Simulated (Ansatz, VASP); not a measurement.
## Two plane-wave programs on P

The input POSCAR:

```
P
1.0
    2.3523785919      0.0000000000      0.0000000000
    0.0000000000      2.3523785919      0.0000000000
    0.0000000000      0.0000000000      2.3523785919
P
1
Direct
    0.0000000000      0.0000000000      0.0000000000
```

Contents of INCAR.step1:

```
PREC     = Accurate       # precision mode
ENCUT    = 520            # plane-wave cutoff, eV
ISMEAR   = 0              # smearing method
SIGMA    = 0.05           # smearing width, eV
LREAL    = F              # projectors in reciprocal space
LASPH    = T              # aspherical terms in the spheres
NELM     = 80             # most SCF steps
NBANDS   = 8              # bands
GGA      = PE             # functional
ALGO     = Normal         # electronic algorithm
EDIFF    = 1E-4           # SCF threshold, eV
LWAVE    = T              # write WAVECAR
LCHARG   = F              # write CHGCAR
```

The input INCAR.step2:

```
PREC     = Accurate       # precision mode
ENCUT    = 520            # plane-wave cutoff, eV
EDIFF    = 1E-6           # SCF threshold, eV
ISMEAR   = 0              # smearing method
SIGMA    = 0.05           # smearing width, eV
LREAL    = F              # projectors in reciprocal space
LASPH    = T              # aspherical terms in the spheres
NELM     = 80             # most SCF steps
ALGO     = Normal         # electronic algorithm
ISIF     = 2              # what is computed and relaxed
LWAVE    = F              # write WAVECAR
LCHARG   = T              # write CHGCAR
METAGGA  = R2SCAN         # meta-GGA
LMIXTAU  = T            
IVDW     = 12             # dispersion correction
VDW_S6   = 1.0          
VDW_S8   = 0.78981345   
VDW_A1   = 0.49484001   
VDW_A2   = 5.73083694   
LELF     = T              # ELF
LVHAR    = T            
NBANDS   = 8              # bands
ISTART   = 1
```

The input KPOINTS:

```
Automatic mesh
0
Gamma
  18 18 18
```

Input for Ansatz:

```yaml
crystal:
  lattice:
    - [2.3523785919, 0.0, 0.0]
    - [0.0, 2.3523785919, 0.0]
    - [0.0, 0.0, 2.3523785919]
  atoms:
    - { symbol: P, position: [0.0, 0.0, 0.0] }
basis:
  ecutwfc: 500
  ecutrho_ratio: 4
kpoints:
  mp_grid: { grid: [18, 18, 18] }
hamiltonian:
  xc: r2scan
  dispersion: d3bj
scf:
  occupations: { method: gaussian, width: 0.05 }
output:
  forces: true
  stress: true
  eigenvalues: true
```

Alike in both runs: task single point; functional r2SCAN; dispersion D3(BJ); k mesh 18 × 18 × 18; occupations gaussian, width 0.05 eV; no spin polarisation.

```csv
,VASP,Ansatz
version,VASP 6.6.1,Ansatz 0.2.0
potentials or method,"VASP PAW PBE potentials, release 64 (P), cutoff 520 eV","scalar-relativistic, plane waves, PAW"
valence electrons in the cell,5,5
```

Ansatz gave:

* gap on the k mesh at the Fermi level (eV): none
* pressure (GPa): 12.8

**Question.** What did VASP give for the same quantities?

**Answer.** gap on the k mesh at the Fermi level (eV): none; pressure (GPa): 12.0.

VASP's potentials were made for PBE, not for r2SCAN. A gap of «none» marks a metal or a gap that the smearing closes. Ansatz's warnings: dispersion damping borrowed.
